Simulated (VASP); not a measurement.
# InSb (Fm-3m) in VASP: a series of runs

InSb is run at these levels: PBEsol; tasks: single point.

Program: VASP 6.6.1. These are calculated values, not measurements. Logs are shortened: lines on timing, memory, paths and dates and some standing lists are left out, and cuts for length are marked.

**1. The cell of the first run**

Symmetry: Fm-3m, No. 225, cubic system. Conventional cell: a = 6.037 Å, b = 6.037 Å, c = 6.037 Å, α = 90.00°, β = 90.00°, γ = 90.00°. In (site symmetry m-3m) has 6 Sb at 3.02 Å within 4.0 Å. Within 4.0 Å of Sb (site symmetry m-3m) lie 6 In at 3.02 Å.

**2. Single point, PBEsol**

Input file INCAR:

```
SYSTEM = InSb
PREC = Accurate
ENCUT = 520
EDIFF = 1E-7
ISMEAR = 0
SIGMA = 0.15
LREAL = .False.
LASPH = .True.
NELM = 60
ALGO = Normal
ISIF = 2
LWAVE = .False.
LCHARG = .True.
GGA = PS
LELF = .True.
LVHAR = .True.
NBANDS = 16
```

Input file KPOINTS:

```
regular mesh
0
Gamma
  14 14 14
  0 0 0
```

Input file POSCAR:

```
InSb
1.0
    0.0000000000      3.0186075827      3.0186075827
    3.0186075827      0.0000000000      3.0186075827
    3.0186075827      3.0186075827      0.0000000000
In Sb
1 1
Direct
    0.0000000000      0.0000000000      0.0000000000
    0.5000000000      0.5000000000      0.5000000000
```

Potentials or basis: VASP PAW PBE potentials, release 64 (In_d, Sb).

On the command line:

```bash
$ cat potpaw_PBE.64/In_d/POTCAR potpaw_PBE.64/Sb/POTCAR > POTCAR
$ mpirun -np 1 vasp_std > vasp.out
```

OUTCAR:

```text
SYSTEM = InSb
   PREC = Accurate
   ENCUT = 520
   EDIFF = 1E-7
   ISMEAR = 0
   LREAL = .False.
   LASPH = .True.
   NELM = 60
   ISIF = 2
   GGA = PS

 ion  position               nearest neighbor table
   1  0.000  0.000  0.000-   2 3.02   2 3.02   2 3.02   2 3.02   2 3.02   2 3.02
   2  0.500  0.500  0.500-   1 3.02   1 3.02   1 3.02   1 3.02   1 3.02   1 3.02

  LATTYP: Found a face centered cubic cell.
 ALAT       =     6.0372151654

  Lattice vectors:

 A1 = (   0.0000000000,   3.0186075827,   3.0186075827)
 A2 = (   3.0186075827,   0.0000000000,   3.0186075827)
 A3 = (   3.0186075827,   3.0186075827,   0.0000000000)

Analysis of symmetry for initial positions (statically):
=====================================================================
 Subroutine PRICEL returns:
 Original cell was already a primitive cell.

 Routine SETGRP: Setting up the symmetry group for a
 face centered cubic supercell.

 Subroutine GETGRP returns: Found 48 space group operations
 (whereof 48 operations were pure point group operations)
 out of a pool of 48 trial point group operations.

The static configuration has the point symmetry O_h .

Analysis of symmetry for dynamics (positions and initial velocities):
=====================================================================
 Subroutine PRICEL returns:
 Original cell was already a primitive cell.

 Routine SETGRP: Setting up the symmetry group for a
 face centered cubic supercell.

 Subroutine GETGRP returns: Found 48 space group operations
 (whereof 48 operations were pure point group operations)
 out of a pool of 48 trial point group operations.

The dynamic configuration has the point symmetry O_h .

 Subroutine INISYM returns: Found 48 space group operations
 (whereof 48 operations are pure point group operations),
 and found     1 'primitive' translations

----------------------------------------------------------------------------------------

                                     Primitive cell

  volume of cell :      55.0111

  direct lattice vectors                    reciprocal lattice vectors
     0.000000000  3.018607583  3.018607583    -0.165639284  0.165639284  0.165639284
     3.018607583  0.000000000  3.018607583     0.165639284 -0.165639284  0.165639284
     3.018607583  3.018607583  0.000000000     0.165639284  0.165639284 -0.165639284

  length of vectors
     4.268955783  4.268955783  4.268955783     0.286895656  0.286895656  0.286895656

  position of ions in fractional coordinates (direct lattice)
     0.000000000  0.000000000  0.000000000
     0.500000000  0.500000000  0.500000000

  ion indices of the primitive-cell ions
   primitive index   ion index
                 1           1
                 2           2

----------------------------------------------------------------------------------------

 KPOINTS: regular mesh

Automatic generation of k-mesh.
 Grid dimensions read from file:
 generate k-points for:   14   14   14

 Generating k-lattice:

  Cartesian coordinates                     Fractional coordinates (reciprocal lattice)
    -0.011831377  0.011831377  0.011831377     0.071428571  0.000000000  0.000000000
     0.011831377 -0.011831377  0.011831377     0.000000000  0.071428571  0.000000000
     0.011831377  0.011831377 -0.011831377     0.000000000  0.000000000  0.071428571

  Length of vectors
     0.020492547  0.020492547  0.020492547

  Shift w.r.t. Gamma in fractional coordinates (k-lattice)
     0.000000000  0.000000000  0.000000000

 Subroutine IBZKPT returns following result:
 ===========================================

 Found    104 irreducible k-points:

 Following reciprocal coordinates:
            Coordinates               Weight
  0.000000  0.000000  0.000000      1.000000
  0.071429  0.000000  0.000000      8.000000
  0.142857  0.000000  0.000000      8.000000
  0.214286  0.000000  0.000000      8.000000
  0.285714  0.000000  0.000000      8.000000
  0.357143  0.000000  0.000000      8.000000
[... 16 lines left out ...]
  0.214286  0.142857  0.000000     24.000000
  0.285714  0.142857  0.000000     24.000000
 [... further k-points ...]
   k-points           NKPTS =    104   k-points in BZ     NKDIM =    104   number of bands    NBANDS=     16
   number of dos      NEDOS =    301   number of ions     NIONS =      2
   total plane-waves  NPLWV =  32768
   dimension x,y,z NGX =    32 NGY =   32 NGZ =   32
   dimension x,y,z NGXF=    64 NGYF=   64 NGZF=   64
   ions per type =               1   1
   NGX,Y,Z   is equivalent  to a cutoff of  12.46, 12.46, 12.46 a.u.
   NGXF,Y,Z  is equivalent  to a cutoff of  24.92, 24.92, 24.92 a.u.
 SYSTEM =  InSb
   PREC   = accura    normal or accurate (medium, high low for compatibility)
   ISTART =      0    job   : 0-new  1-cont  2-samecut
   ICHARG =      2    charge: 1-file 2-atom 10-const
   ISPIN  =      1    spin polarized calculation?
   LNONCOLLINEAR =      F non collinear calculations
   LSORBIT =      F    spin-orbit coupling
   LASPH  =      T    aspherical Exc in radial PAW
   ENCUT  =  520.0 eV  38.22 Ry    6.18 a.u.   7.94  7.94  7.94*2*pi/ulx,y,z
   NELM   =     60;   NELMIN=  2; NELMDL= -5     # of ELM steps
   EDIFF  = 0.1E-06   stopping-criterion for ELM
   LREAL  =      F    real-space projection
   EDIFFG = 0.1E-05   stopping-criterion for IOM
   NSW    =      0    number of steps for IOM
   IBRION =     -1    ionic relax: 0-MD 1-quasi-New 2-CG
   NFREE  =      0    steps in history (QN), initial steepest desc. (CG)
   ISIF   =      2    stress and relaxation
   ISYM   =      2    0-nonsym 1-usesym 2-fastsym
   POTIM  = 0.5000    time-step for ionic-motion
   TEBEG  =    0.0;   TEEND  =   0.0 temperature during run
   PSTRESS=    0.0 pullay stress
   NELECT =      18.0000    total number of electrons
   NUPDOWN=      -1.0000    fix difference up-down
   EMIN   =  10.00;   EMAX   =-10.00  energy-range for DOS
   EFERMI =   0.00;   METHOD = LEGACY
   ISMEAR =     0;   SIGMA  =   0.15  broadening in eV -4-tet -1-fermi 0-gaus
   EFERMI_NEDOS =   21; number of points for ismear=-14 and -15
   IALGO  =     38    algorithm
   IMIX   =      4    mixing-type and parameters
     AMIX     =   0.40;   BMIX     =  1.00
     AMIX_MAG =   1.60;   BMIX_MAG =  1.00
  volume/ion in A,a.u.               =      27.51       185.62
  Fermi-wavevector in a.u.,A,eV,Ry     =   1.128104  2.131807 17.315017  1.272618
  Thomas-Fermi vector in A             =   2.264792
   LORBIT       =      0    0 simple, 1 ext, 2 COOP (PROOUT), +10 PAW based schemes
   GGA     = PS    functional components
   LHFCALC =     F    Hartree Fock is set to
   AEXX    =    0.0000 exact exchange contribution
   IVDW    =     0    specifies the selected vdW correction
   LEPSILON=     F    determine dielectric tensor
   LRPA    =     F    only Hartree local field effects (RPA)
 non-spin polarized calculation
 Gauss-broadening in eV      SIGMA  =   0.15
  energy-cutoff  :      520.00
  volume of cell :       55.01
 maximum number of plane-waves:      1524
   NGX = 15   NGY = 15   NGZ = 15

 number of electron      17.9999991 magnetization

 Free energy of the ion-electron system (eV)
  ---------------------------------------------------
  ext. energy  EPLUGINS =         0.00000000
  ---------------------------------------------------
  free energy    TOTEN  =        -7.53823415 eV

  energy without entropy =       -7.52092923  energy(sigma->0) =       -7.52958169

 E-fermi :   7.0607     XC(G=0): -10.0965

 val. band max:        7.0525906476   @ k =   0.4286   0.1429   0.0714
 cond. band min:       7.0861432274   @ k =   0.2857   0.0714   0.0000
 fundamental gap:      0.0335525798
 Fermi energy:         7.0606666686

 k-point     1 :       0.0000    0.0000    0.0000
  band No.  band energies     occupation
      1      -7.3185      2.00000
      2      -7.3185      2.00000
      3      -7.2848      2.00000
      4      -7.2848      2.00000
      5      -7.2848      2.00000
      6      -4.2139      2.00000
[... 8 lines left out ...]
     15      13.2519      0.00000
     16      13.2519      0.00000

 k-point     2 :       0.0714    0.0000    0.0000
  band No.  band energies     occupation
      1      -7.3201      2.00000
      2      -7.3201      2.00000
      3      -7.2849      2.00000
      4      -7.2835      2.00000
      5      -7.2835      2.00000
      6      -4.1563      2.00000
[... 8 lines left out ...]
     15      13.4198      0.00000
     16      13.4198      0.00000

 k-point     3 :       0.1429    0.0000    0.0000
  band No.  band energies     occupation
      1      -7.3250      2.00000
      2      -7.3250      2.00000
      3      -7.2851      2.00000
      4      -7.2794      2.00000
      5      -7.2794      2.00000
      6      -3.9851      2.00000
[... 8 lines left out ...]
     15      13.7584      0.00000
     16      13.7584      0.00000

 k-point     4 :       0.2143    0.0000    0.0000
  band No.  band energies     occupation
      1      -7.3327      2.00000
      2      -7.3327      2.00000
      3      -7.2857      2.00000
      4      -7.2728      2.00000
      5      -7.2728      2.00000
      6      -3.7053      2.00000
[... 8 lines left out ...]
     15      14.2988      0.00000
     16      14.2988      0.00000

 k-point     5 :       0.2857    0.0000    0.0000
  band No.  band energies     occupation
      1      -7.3416      2.00000
      2      -7.3416      2.00000
      3      -7.2866      2.00000
      4      -7.2651      2.00000
      5      -7.2651      2.00000
      6      -3.3296      2.00000
[... 8 lines left out ...]
     15      15.0215      0.00000
     16      15.0215      0.00000

 k-point     6 :       0.3571    0.0000    0.0000
  band No.  band energies     occupation
      1      -7.3499      2.00000
      2      -7.3499      2.00000
      3      -7.2877      2.00000
      4      -7.2580      2.00000
      5      -7.2580      2.00000
      6      -2.8894      2.00000
[... 8 lines left out ...]
     15      15.9016      0.00000
     16      15.9016      0.00000

 k-point     7 :       0.4286    0.0000    0.0000
  band No.  band energies     occupation
      1      -7.3556      2.00000
      2      -7.3556      2.00000
      3      -7.2885      2.00000
      4      -7.2530      2.00000
      5      -7.2530      2.00000
      6      -2.4688      2.00000
[... 8 lines left out ...]
     15      16.8983      0.00000
     16      16.8983      0.00000

 k-point     8 :       0.5000    0.0000    0.0000
  band No.  band energies     occupation
      1      -7.3577      2.00000
      2      -7.3577      2.00000
      3      -7.2889      2.00000
      4      -7.2511      2.00000
      5      -7.2511      2.00000
      6      -2.2708      2.00000
[... 8 lines left out ...]
     15      17.6737      0.00000
     16      17.6737      0.00000

 k-point     9 :       0.0714    0.0714    0.0000
  band No.  band energies     occupation
      1      -7.3239      2.00000
      2      -7.3174      2.00000
      3      -7.2860      2.00000
      4      -7.2826      2.00000
      5      -7.2826      2.00000
      6      -4.1368      2.00000
[... 8 lines left out ...]
     15      13.8094      0.00000
     16      13.8094      0.00000
[... 172 lines left out ...]
 k-point    19 :      -0.2143    0.0714    0.0000
  band No.  band energies     occupation
      1      -7.3409      2.00000
      2      -7.3334      2.00000
      3      -7.2857      2.00000
      4      -7.2717      2.00000
      5      -7.2677      2.00000
      6      -3.5380      2.00000
[... 8 lines left out ...]
     15      14.1238      0.00000
     16      15.4566      0.00000

 k-point    20 :      -0.1429    0.0714    0.0000
  band No.  band energies     occupation
      1      -7.3326      2.00000
      2      -7.3251      2.00000
      3      -7.2856      2.00000
      4      -7.2780      2.00000
      5      -7.2746      2.00000
      6      -3.8520      2.00000
[... 8 lines left out ...]
     15      13.6376      0.00000
     16      14.6684      0.00000

 k-point    21 :      -0.0714    0.0714    0.0000
  band No.  band energies     occupation
      1      -7.3254      2.00000
      2      -7.3203      2.00000
      3      -7.2854      2.00000
      4      -7.2821      2.00000
      5      -7.2802      2.00000
      6      -4.0606      2.00000
[... 8 lines left out ...]
     15      13.5793      0.00000
     16      13.9954      0.00000

 k-point    22 :       0.1429    0.1429    0.0000
  band No.  band energies     occupation
      1      -7.3410      2.00000
      2      -7.3143      2.00000
      3      -7.2894      2.00000
      4      -7.2760      2.00000
      5      -7.2760      2.00000
      6      -3.9041      2.00000
[... 8 lines left out ...]
     15      14.7341      0.00000
     16      14.7341      0.00000

 k-point    23 :       0.2143    0.1429    0.0000
  band No.  band energies     occupation
      1      -7.3533      2.00000
      2      -7.3149      2.00000
      3      -7.2907      2.00000
      4      -7.2716      2.00000
      5      -7.2703      2.00000
      6      -3.6931      2.00000
[... 8 lines left out ...]
     15      15.1343      0.00000
     16      15.2353      0.00000

 k-point    24 :       0.2857    0.1429    0.0000
  band No.  band energies     occupation
      1      -7.3651      2.00000
      2      -7.3202      2.00000
      3      -7.2905      2.00000
      4      -7.2671      2.00000
      5      -7.2627      2.00000
      6      -3.3779      2.00000
[... 8 lines left out ...]
     15      15.6358      0.00000
     16      15.8739      0.00000

 [... further k-points ...]

------------------------ aborting loop because EDIFF is reached ----------------------------------------

  FORCE on cell =-STRESS in cart. coord.  units (eV):
  Direction    XX          YY          ZZ          XY          YZ          ZX
  --------------------------------------------------------------------------------------
  -------------------------------------------------------------------------------------
  Total        0.0005649      0.0005649      0.0005649      0.0000000     -0.0000000     -0.0000000
  in kB        0.0164524      0.0164524      0.0164524      0.0000000     -0.0000000     -0.0000000
  external PRESSURE =       0.0164524 kB  Pullay stress =       0.0000000 kB

 VOLUME and BASIS-vectors are now :
 -----------------------------------------------------------------------------
  energy-cutoff  :      520.00
  volume of cell :       55.01
      direct lattice vectors                 reciprocal lattice vectors
     0.000000000  3.018607583  3.018607583    -0.165639284  0.165639284  0.165639284
     3.018607583  0.000000000  3.018607583     0.165639284 -0.165639284  0.165639284
     3.018607583  3.018607583  0.000000000     0.165639284  0.165639284 -0.165639284

 POSITION                                       TOTAL-FORCE (eV/Angst)
 -----------------------------------------------------------------------------------
      0.00000      0.00000      0.00000        -0.000000     -0.000000     -0.000000
      3.01861      3.01861      3.01861         0.000000      0.000000      0.000000
 -----------------------------------------------------------------------------------
    total drift:                                0.000000     -0.000000     -0.000000

  FREE ENERGIE OF THE ION-ELECTRON SYSTEM (eV)
  ---------------------------------------------------
  free  energy   TOTEN  =        -7.5382341502 eV

  energy  without entropy=       -7.5209292300  energy(sigma->0) =       -7.52958169
```

Wall time 32 s (1 thread of Intel Xeon 6975P-C (Granite Rapids), shared host); peak memory 0.24 GiB.

Results:

```yaml
Free_energy: -7.5382 eV
Pressure: 0.0 GPa
Band_gap_on_the_k_mesh: zero (bands 9 and 10 overlap by 2.89 eV)
```

Levels at points of the mesh, in eV from the Fermi level:
```tsv
k point	band 6	band 7	band 8	band 9	band 10	band 11	band 12	band 13
(0.00, 0.00, 0.00)	-11.27	-0.16	-0.05	-0.05	-0.05	6.19	6.19	6.19
(0.50, 0.00, 0.00)	-9.33	-6.65	0.37	0.37	2.20	2.45	2.45	3.41
(0.50, 0.50, 0.00)	-8.54	-4.70	-3.33	-2.26	-2.26	3.11	8.56	8.56
```

Caveat: the PAW data sets were made with another functional, which shifts forces and pressure a little; spin-orbit coupling is left out, which moves the levels of the heavy elements.

**3. Single point, PBEsol (28.24 Å³/atom)**

This run uses another cell than the first one, of 28.24 Å³/atom.

Input file INCAR:

```
PREC = Accurate
ENCUT = 520
EDIFF = 1E-6
ISMEAR = 0
SIGMA = 0.15
LREAL = False
LASPH = True
NELM = 100
ALGO = Normal
ISIF = 2
LWAVE = False
LCHARG = False
GGA = PS
NBANDS = 16
```

Input file KPOINTS:

```
Automatic mesh
0
Gamma
  14 14 14
```

Input file POSCAR:

```
InSb
1.0
    0.0000000000      3.0452043241      3.0452043241
    3.0452043241      0.0000000000      3.0452043241
    3.0452043241      3.0452043241      0.0000000000
In Sb
1 1
Direct
    0.0000000000      0.0000000000      0.0000000000
    0.5000000000      0.5000000000      0.5000000000
```

Potentials or basis: VASP PAW PBE potentials, release 64 (In_d, Sb).

On the command line:

```bash
$ cat potpaw_PBE.64/In_d/POTCAR potpaw_PBE.64/Sb/POTCAR > POTCAR
$ mpirun -np 1 vasp_std > vasp.out
```

Wall time 26 s (1 thread of Intel Xeon 6975P-C (Granite Rapids), shared host); peak memory 0.24 GiB.

Results (log left out):

```yaml
Free_energy: -7.5321 eV
Pressure: -1.4 GPa
Band_gap_on_the_k_mesh: zero (bands 9 and 10 overlap by 2.78 eV)
```

Levels at points of the mesh, in eV from the Fermi level:
```csv
k point,band 6,band 7,band 8,band 9,band 10,band 11,band 12,band 13
"(0.00, 0.00, 0.00)",-11.09,-0.36,-0.04,-0.04,-0.04,6.10,6.10,6.10
"(0.50, 0.00, 0.00)",-9.23,-6.51,0.36,0.36,2.17,2.45,2.45,3.30
"(0.50, 0.50, 0.00)",-8.50,-4.54,-3.35,-2.17,-2.17,3.16,8.37,8.37
```

Caveat: the PAW data sets were made with another functional, which shifts forces and pressure a little; spin-orbit coupling is left out, which moves the levels of the heavy elements.
